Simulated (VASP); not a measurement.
# Ru: single point with LDA

The system is Ru.

```xyz
2
Lattice="2.6753 0.0000 0.0000 -1.3376 2.3168 0.0000 0.0000 0.0000 4.2230" Properties=species:S:1:pos:R:3 pbc="T T T"
Ru    0.0000    0.0000    0.0000
Ru    0.0000    1.5446    2.1115
```

```yaml
Program: VASP 6.6.1
Task: single point
Functional: LDA
Potentials_or_basis: VASP PAW LDA potentials, release 64 (Ru_pv)
Cutoff: 500 eV
k_mesh: 23 × 23 × 13
Occupations: methfessel-paxton, width 0.1 eV
Spin: no spin polarisation
Dipole_correction: no
Further_INCAR_settings: ALGO = Normal; EDIFF = 1e-06; NBANDS = 21
```

- Pressure: 0.9 GPa
- Band gap on the k mesh: zero (band 14 reaches 15.06 eV, above the bottom of band 15 at 11.71 eV)

Stress tensor (GPa, compression positive):
```
0.89 0.00 0.00
0.00 0.89 0.00
0.00 0.00 0.99
```

Levels at points of the mesh, in eV from the Fermi level:
| k point | band 12 | band 13 | band 14 | band 15 | band 16 | band 17 |
| --- | --- | --- | --- | --- | --- | --- |
| (0.00, 0.00, 0.00) | -2.06 | -2.06 | -1.51 | -1.51 | 1.24 | 1.24 |

Wall time 88 s on 1 thread of Intel Xeon 6975P-C, on a shared host, peak memory 0.26 GiB.
